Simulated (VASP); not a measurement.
# CoO (P3m1) in VASP: notebook

The runs below take CoO through single point, with LDA.

Everything below comes from runs of VASP 6.6.1. Logs are shortened: lines on timing, memory, paths and dates and some standing lists are left out, and cuts for length are marked.

### Step 1. The cell of the first run

The typed cell holds 4 atoms: a = 3.198 Å, b = 3.198 Å, c = 5.229 Å, α = 90.00°, β = 90.00°, γ = 120.00°.

### Step 2. Single point, LDA, collinear spin, ferromagnetic start

Contents of INCAR:

```
ALGO = Normal
EDIFF = 1E-7
ENCUT = 520
ISIF = 2
ISMEAR = -1
ISPIN = 2
LASPH = T
LCHARG = F
LMAXMIX = 4
LORBIT = 11
LREAL = F
LWAVE = F
MAGMOM = 2 2 0 0
NBANDS = 27
NELM = 150
PREC = Accurate
SIGMA = 0.1
```

Contents of KPOINTS:

```
k-points
0
Gamma
  8 8 5
```

Contents of POSCAR:

```
CoO
1.0
    3.1976460000      0.0000000000      0.0000000000
   -1.5988230000      2.7692420000      0.0000000000
    0.0000000000      0.0000000000      5.2287100000
Co O
2 2
Direct
    0.0000000000      0.0000000000      0.0034740000
    0.3333333333      0.6666666667      0.5033620000
    0.0000000000      0.0000000000      0.3716090000
    0.3333333333      0.6666666667      0.8715560000
```

Potentials or basis: VASP PAW LDA potentials, release 64 (Co, O).

The run is started by

```
cat potpaw_LDA.64/Co/POTCAR potpaw_LDA.64/O/POTCAR > POTCAR
mpirun -np 1 vasp_std > vasp.out
```

OUTCAR:

```text
EDIFF = 1E-7
   ENCUT = 520
   ISIF = 2
   ISMEAR = -1
   ISPIN = 2
   LASPH = T
   LORBIT = 11
   LREAL = F
   NELM = 150
   PREC = Accurate

 ion  position               nearest neighbor table
   1  0.000  0.000  0.003-   3 1.92   4 1.97   4 1.97   4 1.97
   2  0.333  0.667  0.503-   4 1.93   3 1.97   3 1.97   3 1.97
   3  0.000  0.000  0.372-   1 1.92   2 1.97   2 1.97   2 1.97
   4  0.333  0.667  0.872-   2 1.93   1 1.97   1 1.97   1 1.97

  LATTYP: Found a hexagonal cell.
 ALAT       =     3.1976460000
 C/A-ratio  =     1.6351747504

  Lattice vectors:

 A1 = (   3.1976460000,   0.0000000000,   0.0000000000)
 A2 = (  -1.5988230000,   2.7692420000,   0.0000000000)
 A3 = (   0.0000000000,   0.0000000000,   5.2287100000)

Analysis of symmetry for initial positions (statically):
=====================================================================
 Subroutine PRICEL returns:
 Original cell was already a primitive cell.

 Routine SETGRP: Setting up the symmetry group for a
 hexagonal supercell.

 Subroutine GETGRP returns: Found  6 space group operations
 (whereof  6 operations were pure point group operations)
 out of a pool of 24 trial point group operations.

The static configuration has the point symmetry C_3v.

Analysis of symmetry for dynamics (positions and initial velocities):
=====================================================================
 Subroutine PRICEL returns:
 Original cell was already a primitive cell.

 Routine SETGRP: Setting up the symmetry group for a
 hexagonal supercell.

 Subroutine GETGRP returns: Found  6 space group operations
 (whereof  6 operations were pure point group operations)
 out of a pool of 24 trial point group operations.

The dynamic configuration has the point symmetry C_3v.

Analysis of structural, dynamic, and magnetic symmetry:
=====================================================================
 Subroutine PRICEL returns:
 Original cell was already a primitive cell.

 Routine SETGRP: Setting up the symmetry group for a
 hexagonal supercell.

 Subroutine GETGRP returns: Found  6 space group operations
 (whereof  6 operations were pure point group operations)
 out of a pool of 24 trial point group operations.

The overall configuration has the point symmetry C_3v.

 Subroutine INISYM returns: Found  6 space group operations
 (whereof  6 operations are pure point group operations),
 and found     1 'primitive' translations

----------------------------------------------------------------------------------------

                                     Primitive cell

  volume of cell :      46.3005

  direct lattice vectors                    reciprocal lattice vectors
     3.197646000  0.000000000  0.000000000     0.312730052  0.180554823  0.000000000
    -1.598823000  2.769242000  0.000000000     0.000000000  0.361109647  0.000000000
     0.000000000  0.000000000  5.228710000     0.000000000  0.000000000  0.191251762

  length of vectors
     3.197646000  3.197645421  5.228710000     0.361109581  0.361109647  0.191251762

  position of ions in fractional coordinates (direct lattice)
     0.000000000  0.000000000  0.003474000
     0.333333333  0.666666667  0.503362000
     0.000000000  0.000000000  0.371609000
     0.333333333  0.666666667  0.871556000

  ion indices of the primitive-cell ions
   primitive index   ion index
                 1           1
                 2           2
                 3           3
                 4           4

----------------------------------------------------------------------------------------

 KPOINTS: k-points

Automatic generation of k-mesh.
 Grid dimensions read from file:
 generate k-points for:    8    8    5

 Generating k-lattice:

  Cartesian coordinates                     Fractional coordinates (reciprocal lattice)
     0.039091257  0.022569353  0.000000000     0.125000000  0.000000000  0.000000000
     0.000000000  0.045138706  0.000000000     0.000000000  0.125000000  0.000000000
     0.000000000  0.000000000  0.038250352     0.000000000  0.000000000  0.200000000

  Length of vectors
     0.045138698  0.045138706  0.038250352

  Shift w.r.t. Gamma in fractional coordinates (k-lattice)
     0.000000000  0.000000000  0.000000000

 Subroutine IBZKPT returns following result:
 ===========================================

 Found     40 irreducible k-points:

 Following reciprocal coordinates:
            Coordinates               Weight
  0.000000  0.000000  0.000000      1.000000
  0.125000  0.000000  0.000000      6.000000
  0.250000  0.000000  0.000000      6.000000
  0.375000  0.000000  0.000000      6.000000
  0.500000  0.000000  0.000000      3.000000
  0.125000  0.125000  0.000000      6.000000
[... 16 lines left out ...]
 -0.125000  0.500000  0.200000     12.000000
  0.250000  0.250000  0.200000     12.000000
 [... further k-points ...]
   k-points           NKPTS =     40   k-points in BZ     NKDIM =     40   number of bands    NBANDS=     27
   number of dos      NEDOS =    301   number of ions     NIONS =      4
   total plane-waves  NPLWV =  23040
   dimension x,y,z NGX =    24 NGY =   24 NGZ =   40
   dimension x,y,z NGXF=    48 NGYF=   48 NGZF=   80
   ions per type =               2   2
   NGX,Y,Z   is equivalent  to a cutoff of  12.48, 12.48, 12.72 a.u.
   NGXF,Y,Z  is equivalent  to a cutoff of  24.96, 24.96, 25.44 a.u.
 SYSTEM =  unknown system
   PREC   = accura    normal or accurate (medium, high low for compatibility)
   ISTART =      0    job   : 0-new  1-cont  2-samecut
   ICHARG =      2    charge: 1-file 2-atom 10-const
   ISPIN  =      2    spin polarized calculation?
   LNONCOLLINEAR =      F non collinear calculations
   LSORBIT =      F    spin-orbit coupling
   LASPH  =      T    aspherical Exc in radial PAW
   ENCUT  =  520.0 eV  38.22 Ry    6.18 a.u.   5.95  5.95  9.72*2*pi/ulx,y,z
   NELM   =    150;   NELMIN=  2; NELMDL= -5     # of ELM steps
   EDIFF  = 0.1E-06   stopping-criterion for ELM
   LREAL  =      F    real-space projection
   EDIFFG = 0.1E-05   stopping-criterion for IOM
   NSW    =      0    number of steps for IOM
   IBRION =     -1    ionic relax: 0-MD 1-quasi-New 2-CG
   NFREE  =      0    steps in history (QN), initial steepest desc. (CG)
   ISIF   =      2    stress and relaxation
   ISYM   =      2    0-nonsym 1-usesym 2-fastsym
   POTIM  = 0.5000    time-step for ionic-motion
   TEBEG  =    0.0;   TEEND  =   0.0 temperature during run
   PSTRESS=    0.0 pullay stress
   NELECT =      30.0000    total number of electrons
   NUPDOWN=      -1.0000    fix difference up-down
   EMIN   =  10.00;   EMAX   =-10.00  energy-range for DOS
   EFERMI =   0.00;   METHOD = LEGACY
   ISMEAR =    -1;   SIGMA  =   0.10  broadening in eV -4-tet -1-fermi 0-gaus
   EFERMI_NEDOS =   21; number of points for ismear=-14 and -15
   IALGO  =     38    algorithm
   IMIX   =      4    mixing-type and parameters
     AMIX     =   0.40;   BMIX     =  1.00
     AMIX_MAG =   1.60;   BMIX_MAG =  1.00
  volume/ion in A,a.u.               =      11.58        78.11
  Fermi-wavevector in a.u.,A,eV,Ry     =   1.416620  2.677023 27.304329  2.006812
  Thomas-Fermi vector in A             =   2.537935
   LORBIT       =     11    0 simple, 1 ext, 2 COOP (PROOUT), +10 PAW based schemes
   GGA     = CA    functional components
   LHFCALC =     F    Hartree Fock is set to
   AEXX    =    0.0000 exact exchange contribution
   IVDW    =     0    specifies the selected vdW correction
   LEPSILON=     F    determine dielectric tensor
   LRPA    =     F    only Hartree local field effects (RPA)
 spin polarized calculation
  energy-cutoff  :      520.00
  volume of cell :       46.30
 maximum number of plane-waves:      1266
   NGX = 11   NGY = 11   NGZ = 19

 number of electron      30.0000009 magnetization       5.2374945

 Free energy of the ion-electron system (eV)
  ---------------------------------------------------
  ext. energy  EPLUGINS =         0.00000000
  ---------------------------------------------------
  free energy    TOTEN  =       -29.79338880 eV

  energy without entropy =      -29.60366628  energy(sigma->0) =      -29.69852754

 E-fermi :   5.5111     XC(G=0): -11.6575

 val. band max:        5.5103800036   @ k =  -0.1250   0.3750   0.2000
 cond. band min:       5.5146797505   @ k =   0.3750   0.2500   0.0000
 fundamental gap:      0.0042997469
 Fermi energy:         5.5110944798

 spin component 1

 k-point     1 :       0.0000    0.0000    0.0000
  band No.  band energies     occupation
      1     -14.1637      1.00000
      2     -13.5078      1.00000
      3      -1.4839      1.00000
      4      -0.5908      1.00000
      5      -0.3998      1.00000
      6      -0.3998      1.00000
[... 19 lines left out ...]
     26      20.2291      0.00000
     27      21.8147      0.00000

 k-point     2 :       0.1250    0.0000    0.0000
  band No.  band energies     occupation
      1     -14.0829      1.00000
      2     -13.4726      1.00000
      3      -1.3381      1.00000
      4      -0.6264      1.00000
      5      -0.5225      1.00000
      6      -0.3588      1.00000
[... 19 lines left out ...]
     26      20.5457      0.00000
     27      20.8838      0.00000

 k-point     3 :       0.2500    0.0000    0.0000
  band No.  band energies     occupation
      1     -13.8766      1.00000
      2     -13.3936      1.00000
      3      -1.1244      1.00000
      4      -0.8721      1.00000
      5      -0.5166      1.00000
      6      -0.2896      1.00000
[... 594 lines left out ...]
      1     -13.5074      1.00000
      2     -13.3421      1.00000
      3      -1.2862      1.00000
      4      -1.1515      1.00000
      5      -0.3403      1.00000
      6      -0.2822      1.00000
[... 19 lines left out ...]
     26      19.6417      0.00000
     27      21.7803      0.00000

 k-point    24 :       0.2500    0.2500    0.2000
  band No.  band energies     occupation
      1     -13.5110      1.00000
      2     -13.3410      1.00000
      3      -1.1286      1.00000
      4      -1.0052      1.00000
      5      -0.4649      1.00000
      6      -0.3693      1.00000
[... 19 lines left out ...]
     26      20.4888      0.00000
     27      21.6822      0.00000

 [... further k-points ...]

 spin component 2

 k-point     1 :       0.0000    0.0000    0.0000
  band No.  band energies     occupation
      1     -13.6768      1.00000
      2     -12.9926      1.00000
      3      -1.0219      1.00000
      4       0.4285      1.00000
      5       0.5755      1.00000
      6       0.5755      1.00000
[... 19 lines left out ...]
     26      20.7065      0.00000
     27      22.3845      0.00000

 k-point     2 :       0.1250    0.0000    0.0000
  band No.  band energies     occupation
      1     -13.5929      1.00000
      2     -12.9559      1.00000
      3      -0.8690      1.00000
      4       0.2677      1.00000
      5       0.4763      1.00000
      6       0.6035      1.00000
[... 19 lines left out ...]
     26      21.0925      0.00000
     27      21.4036      0.00000

 k-point     3 :       0.2500    0.0000    0.0000
  band No.  band energies     occupation
      1     -13.3785      1.00000
      2     -12.8733      1.00000
      3      -0.5192      1.00000
      4      -0.2421      1.00000
      5       0.2133      1.00000
      6       0.6109      1.00000
[... 594 lines left out ...]
      1     -12.9926      1.00000
      2     -12.8197      1.00000
      3      -0.7520      1.00000
      4      -0.5606      1.00000
      5       0.3405      1.00000
      6       0.5301      1.00000
[... 19 lines left out ...]
     26      20.1686      0.00000
     27      22.3785      0.00000

 k-point    24 :       0.2500    0.2500    0.2000
  band No.  band energies     occupation
      1     -12.9966      1.00000
      2     -12.8184      1.00000
      3      -0.5599      1.00000
      4      -0.4108      1.00000
      5       0.2645      1.00000
      6       0.3373      1.00000
[... 19 lines left out ...]
     26      21.0094      0.00000
     27      22.2851      0.00000

 [... further k-points ...]
[... 5 lines left out ...]
  --------------------------------------------------------------------------------------
  -------------------------------------------------------------------------------------
  Total       -5.0909173     -5.0909149     -3.8516245      0.0000000      0.0000000      0.0000000
  in kB     -176.1654665   -176.1653814   -133.2811333      0.0000000      0.0000000      0.0000000
  external PRESSURE =    -161.8706604 kB  Pullay stress =       0.0000000 kB

 VOLUME and BASIS-vectors are now :
 -----------------------------------------------------------------------------
  energy-cutoff  :      520.00
  volume of cell :       46.30
      direct lattice vectors                 reciprocal lattice vectors
     3.197646000  0.000000000  0.000000000     0.312730052  0.180554823  0.000000000
    -1.598823000  2.769242000  0.000000000     0.000000000  0.361109647  0.000000000
     0.000000000  0.000000000  5.228710000     0.000000000  0.000000000  0.191251762

 POSITION                                       TOTAL-FORCE (eV/Angst)
 -----------------------------------------------------------------------------------
      0.00000      0.00000      0.01816         0.000000      0.000000     -0.203576
     -0.00000      1.84616      2.63193         0.000000      0.000000     -0.199680
      0.00000      0.00000      1.94304        -0.000000     -0.000000      0.201812
     -0.00000      1.84616      4.55711        -0.000000      0.000000      0.201443
 -----------------------------------------------------------------------------------
    total drift:                               -0.000000     -0.000001     -0.000835

  FREE ENERGIE OF THE ION-ELECTRON SYSTEM (eV)
  ---------------------------------------------------
  free  energy   TOTEN  =       -29.7933888031 eV

  energy  without entropy=      -29.6036662792  energy(sigma->0) =      -29.69852754

 total charge

# of ion       s       p       d       tot
------------------------------------------
    1        0.347   0.439   7.212   7.998
    2        0.347   0.439   7.213   7.999
    3        1.541   3.398   0.000   4.939
    4        1.541   3.398   0.000   4.939
--------------------------------------------------
tot          3.777   7.674  14.425  25.876

 magnetization (x)

# of ion       s       p       d       tot
------------------------------------------
    1        0.013   0.049   2.190   2.252
    2        0.013   0.049   2.190   2.252
    3        0.019   0.262   0.000   0.281
    4        0.019   0.262   0.000   0.281
--------------------------------------------------
tot          0.064   0.622   4.380   5.065
```

It took 48 s on 1 thread of Intel Xeon Platinum 8488C (Sapphire Rapids), shared host; peak memory 0.19 GiB.

What came out:

- Free energy: -29.7934 eV
- Pressure: -16.2 GPa
- Largest force: 0.204 eV/Å
- Net moment: 5.24 μB per cell
- Site moments: Co +2.25; O +0.28 μB
- Valence electrons inside the program's atomic spheres: Co 8.00; O 4.94

Forces in eV/Å, atoms in the order of the input:
```
Co   0.000  0.000 -0.204
Co   0.000  0.000 -0.200
O    0.000  0.000  0.202
O    0.000  0.000  0.201
```

Stress tensor (GPa, compression positive):
```
-17.62   0.00   0.00
  0.00 -17.62   0.00
  0.00   0.00 -13.33
```

Levels at points of the mesh, in eV from the Fermi level:
Spin up:
```
           k point  band 16  band 17  band 18  band 19  band 20  band 21
(0.00, 0.00, 0.00)     0.15     0.42     0.47     0.47     5.45     7.07
(0.50, 0.00, 0.00)    -1.53    -0.46    -0.31     5.68     6.05     7.25
```
Spin down:
```csv
k point,band 9,band 10,band 11,band 12,band 13,band 14,band 15,band 16
"(0.00, 0.00, 0.00)",-0.71,-0.71,-0.18,-0.18,-0.17,0.64,1.31,1.31
"(0.50, 0.00, 0.00)",-0.90,-0.83,-0.22,-0.09,-0.08,-0.04,0.43,0.50
```

Caveat: semilocal functionals often make such compounds metallic where correlation or magnetic order opens a gap, which also shifts bond lengths. With open d or f shells a metallic result of LDA can be an artefact of self-interaction; +U or a hybrid may open a gap.

### Step 3. Single point, LDA, collinear spin, antiferromagnetic start

Contents of INCAR:

```
  PREC = Accurate
  ENCUT = 520
  EDIFF = 1E-6
  ISMEAR = -1
  SIGMA = 0.1
  LREAL = False
  LASPH = True
  NELM = 150
  ALGO = Normal
  ISIF = 2
  LWAVE = False
  LCHARG = False
  ISPIN = 2
  MAGMOM = 2 -2 0 0
  LORBIT = 11
  LMAXMIX = 4
  NBANDS = 27
```

Contents of KPOINTS:

```
Automatic mesh
0
Gamma
  8 8 5
```

POSCAR is that of step 2.

Potentials or basis: VASP PAW LDA potentials, release 64 (Co, O).

The run is started by

```
cat potpaw_LDA.64/Co/POTCAR potpaw_LDA.64/O/POTCAR > POTCAR
mpirun -np 1 vasp_std > vasp.out
```

Run time: 47 s. Hardware: 1 thread of Intel Xeon Platinum 8488C (Sapphire Rapids), shared host; peak memory 0.19 GiB.

The run converged. Its results:

* Free energy: -29.9249 eV
* Pressure: -18.5 GPa
* Largest force: 0.030 eV/Å
* Band gap on the k mesh: zero (filled and empty bands overlap)
* Net moment: 0.00 μB per cell
* Site moments: Co +2.04, -2.04; O -0.13, +0.13 μB
* Valence electrons inside the program's atomic spheres: Co 8.02; O 4.93

Forces on the atoms (eV/Å):
```
Co   0.000  0.000  0.026
Co   0.000  0.000  0.030
O    0.000  0.000 -0.028
O    0.000  0.000 -0.028
```

Stress tensor (GPa, compression positive):
```
-19.32   0.00   0.00
  0.00 -19.32   0.00
  0.00   0.00 -16.74
```

Levels at points of the mesh, in eV from the Fermi level:
Spin up:
```tsv
k point	band 12	band 13	band 14	band 15	band 16	band 17	band 18	band 19
(0.00, 0.00, 0.00)	-0.86	-0.86	0.10	0.10	0.25	1.34	1.69	1.69
(0.50, 0.00, 0.00)	-1.83	-1.18	-0.39	-0.25	-0.10	0.57	0.92	5.76
```
Spin down:
```
           k point  band 12  band 13  band 14  band 15  band 16  band 17  band 18  band 19
(0.00, 0.00, 0.00)    -0.86    -0.86     0.10     0.10     0.25     1.34     1.69     1.69
(0.50, 0.00, 0.00)    -1.83    -1.18    -0.39    -0.25    -0.10     0.57     0.92     5.76
```

Caveat: semilocal functionals often make such compounds metallic where correlation or magnetic order opens a gap, which also shifts bond lengths. With open d or f shells a metallic result of LDA can be an artefact of self-interaction; +U or a hybrid may open a gap.
